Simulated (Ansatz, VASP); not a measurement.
Al2B2As: VASP beside Ansatz

```xyz
5
Lattice="3.3386 0.0000 0.0000 0.0000 3.3386 0.0000 0.0000 0.0000 6.7304" Properties=species:S:1:pos:R:3 pbc="T T T"
Al    0.0000    0.0000    0.0000
Al    1.6693    1.6693    3.3652
B     1.6693    1.6693    5.2069
B     1.6693    1.6693    1.5235
As    0.0000    0.0000    3.3652
```

Alike in both runs: task relaxation of cell and atoms; functional PBE; k mesh 6 × 6 × 4; occupations gaussian, width 0.1 eV; no spin polarisation.

```csv
,VASP,Ansatz
version,VASP 6.6.1,Ansatz 0.2.0
potentials or method,"VASP PAW PBE potentials, release 64 (Al, B, As), cutoff 600 eV","scalar-relativistic, plane waves, PAW"
valence electrons in the cell,17,27
```

```csv
,VASP,Ansatz,Ansatz less VASP
"gap on the k mesh at the Fermi level, each at its own relaxed structure (eV)",none,none,-
relaxed volume (Å³/atom),14.62,14.61,-0.011
relaxed cell length with the largest relative difference (Å),3.558,3.555,-0.0026
```

A gap of «none» marks a metal or a gap that the smearing closes. VASP's potentials hold 17 valence electrons a cell and Ansatz's 27, so a difference there can come from the potentials and not from the codes.
